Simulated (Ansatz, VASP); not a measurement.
# Two plane-wave programs on WS

POSCAR

```
WS
1.0
    3.1236202295      0.0000000000      0.0000000000
    0.0000000000      3.1236202295      0.0000000000
    0.0000000000      0.0000000000      3.1236202295
W S
1 1
Direct
    0.0000000000      0.0000000000      0.0000000000
    0.5000000000      0.5000000000      0.5000000000
```

Contents of INCAR.step1:

```
PREC     = Accurate       # precision mode
ENCUT    = 520            # plane-wave cutoff, eV
ISMEAR   = 0              # smearing method
SIGMA    = 0.1            # smearing width, eV
LREAL    = F              # projectors in reciprocal space
LASPH    = T              # aspherical terms in the spheres
NELM     = 150            # most SCF steps
ISPIN    = 2              # spin polarisation
MAGMOM   = 0.5 0          # initial moments
LMAXMIX  = 4              # l up to which the mixer works
LDAU     = T              # DFT+U
LDAUTYPE = 2            
LDAUL    = 2 -1           # shell
LDAUU    = 6.2 0          # U, eV
LDAUJ    = 0 0          
NBANDS   = 21             # bands
GGA      = PE             # functional
ALGO     = Normal         # electronic algorithm
EDIFF    = 1E-4           # SCF threshold, eV
LWAVE    = T              # write WAVECAR
LCHARG   = F              # write CHGCAR
```

INCAR.step2

```
PREC     = Accurate       # precision mode
ENCUT    = 520            # plane-wave cutoff, eV
EDIFF    = 1E-7           # SCF threshold, eV
ISMEAR   = 0              # smearing method
SIGMA    = 0.1            # smearing width, eV
LREAL    = F              # projectors in reciprocal space
LASPH    = T              # aspherical terms in the spheres
NELM     = 150            # most SCF steps
ALGO     = Normal         # electronic algorithm
ISIF     = 2              # what is computed and relaxed
LWAVE    = F              # write WAVECAR
LCHARG   = F              # write CHGCAR
ISPIN    = 2              # spin polarisation
MAGMOM   = 0.5 0          # initial moments
LORBIT   = 11             # projections on sites
LMAXMIX  = 4              # l up to which the mixer works
LDAU     = T              # DFT+U
LDAUTYPE = 2            
LDAUL    = 2 -1           # shell
LDAUU    = 6.2 0          # U, eV
LDAUJ    = 0 0          
LDAUPRINT= 1            
METAGGA  = R2SCAN         # meta-GGA
LMIXTAU  = T            
NBANDS   = 21             # bands
ISTART   = 1
```

File KPOINTS:

```
Automatic mesh
0
Gamma
  14 14 14
```

Input for Ansatz:

```yaml
crystal:
  lattice:
    - [3.1236202295, 0.0, 0.0]
    - [0.0, 3.1236202295, 0.0]
    - [0.0, 0.0, 3.1236202295]
  atoms:
    - { symbol: W, position: [0.0, 0.0, 0.0], spin: 0.5 }
    - { symbol: S, position: [0.5, 0.5, 0.5] }
basis:
  ecutwfc: 500
kpoints:
  mp_grid: { grid: [14, 14, 14] }
hamiltonian:
  xc: r2scan
  hubbard: { sites: [{ species: W, l: d, u_eff: 6.2 }] }
scf:
  occupations: { method: gaussian, width: 0.1 }
output:
  forces: true
  stress: true
  eigenvalues: true
  populations: true
magnetization:
  spin_polarized: true
```

Alike in both runs: task single point; functional r2SCAN; k mesh 14 × 14 × 14; occupations gaussian, width 0.1 eV; collinear spin; Hubbard terms W d U = 6.2 eV.

|  | VASP | Ansatz |
| --- | --- | --- |
| version | VASP 6.6.1 | Ansatz 0.2.0 |
| potentials or method | VASP PAW PBE potentials, release 64 (W_sv, S), cutoff 520 eV | scalar-relativistic, plane waves, PAW |
| valence electrons in the cell | 20 | 20 |

Ansatz gave:

```
gap on the k mesh at the Fermi level (eV)                     : none
pressure (GPa)                                                : 39.0
net moment per atom (μB)                                      : 1.96
size of the moment on the site where the two differ most (μB) : 3.01
```

**Question.** Estimate VASP's values.

**Answer.** gap on the k mesh at the Fermi level (eV): none; pressure (GPa): -13.6; net moment per atom (μB): 0.00; size of the moment on the site where the two differ most (μB): 0.00.

The net moments are unlike, so the other rows may belong to different states. VASP's potentials were made for PBE, not for r2SCAN. Site moments also hang on the region over which each program counts them. The programs project onto different local orbitals, so the same U acts differently, and such runs can settle in different states. A gap of «none» marks a metal or a gap that the smearing closes. Ansatz's warnings: filled band counts differ across k points, stability check not made.

Neither program's run includes spin-orbit coupling.
